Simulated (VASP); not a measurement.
Input of a VASP 6.6.1 run:

The input POSCAR:

```
Au
1.0
    0.0000000000      2.0099020638      2.0099020638
    2.0099020638      0.0000000000      2.0099020638
    2.0099020638      2.0099020638      0.0000000000
Au
1
Direct
    0.0000000000      0.0000000000      0.0000000000
```

File INCAR.step1:

```
SYSTEM = Au
  ALGO = Normal
  EDIFF = 1E-4
  ENCUT = 520
  GGA = PE
  ISMEAR = 0
  LASPH = .TRUE.
  LCHARG = .FALSE.
  LREAL = .FALSE.
  LWAVE = .TRUE.
  NBANDS = 12
  NELM = 100
  PREC = Accurate
  SIGMA = 0.1
```

File INCAR.step2:

```
SYSTEM = Au
  ALGO = Normal
  EDIFF = 1E-7
  ENCUT = 520
  ISIF = 2
  ISMEAR = 0
  ISTART = 1
  LASPH = .TRUE.
  LCHARG = .FALSE.
  LMIXTAU = .TRUE.
  LREAL = .FALSE.
  LWAVE = .FALSE.
  METAGGA = R2SCAN
  NBANDS = 12
  NELM = 100
  PREC = Accurate
  SIGMA = 0.1
```

The input KPOINTS:

```
k-points
0
G
  18 18 18
  0 0 0
```

Potentials or basis: VASP PAW PBE potentials, release 64 (Au).

Launch:

```console
$ cat potpaw_PBE.64/Au/POTCAR > POTCAR
$ cp INCAR.step1 INCAR
$ mpirun -np 1 vasp_std > vasp.out
$ cp INCAR.step2 INCAR
$ mpirun -np 1 vasp_std > vasp.out
```

Q: Estimate the pressure.

A: 15.5 GPa.

Caveat: the PAW data sets were made with another functional, which shifts forces and pressure a little.
